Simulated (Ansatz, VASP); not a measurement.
Te in VASP and in Ansatz

```xyz
3
Lattice="4.3188 -2.4186 0.0000 4.3188 2.4186 0.0000 -0.1331 0.0000 3.9573" Properties=species:S:1:pos:R:3 pbc="T T T"
Te    5.7492    0.0000    2.6712
Te    2.7553    0.0000    1.2861
Te    0.0000    0.0000    0.0000
```

Change from the starting cell: equal xx and yy strain of +2 %.

Alike in both runs: task single point; functional LDA; k mesh 8 × 8 × 8; occupations fermi-dirac, width 0.05 eV; no spin polarisation.

|  | VASP | Ansatz |
| --- | --- | --- |
| version | VASP 6.6.1 | Ansatz 0.2.0 |
| potentials or method | VASP PAW LDA potentials, release 64 (Te), cutoff 520 eV | all-electron LAPW, scalar-relativistic |

Ansatz gave:

* pressure (GPa): 1.2
* traceless stress, the component that is largest in VASP (GPa): 2.65
* rms of the force components (eV/Å): 0.156

What did VASP give for the same quantities?

Pressure (GPa): 1.2; traceless stress, the component that is largest in VASP (GPa): 2.59; rms of the force components (eV/Å): 0.160.

LDA's correlation is that of Perdew and Zunger in VASP and of Perdew and Wang (1992) in Ansatz. Atom by atom the forces differ by 0.005 eV/Å (rms over components). Ansatz ran all-electron here, and VASP with PAW potentials.

Neither program's run includes spin-orbit coupling.
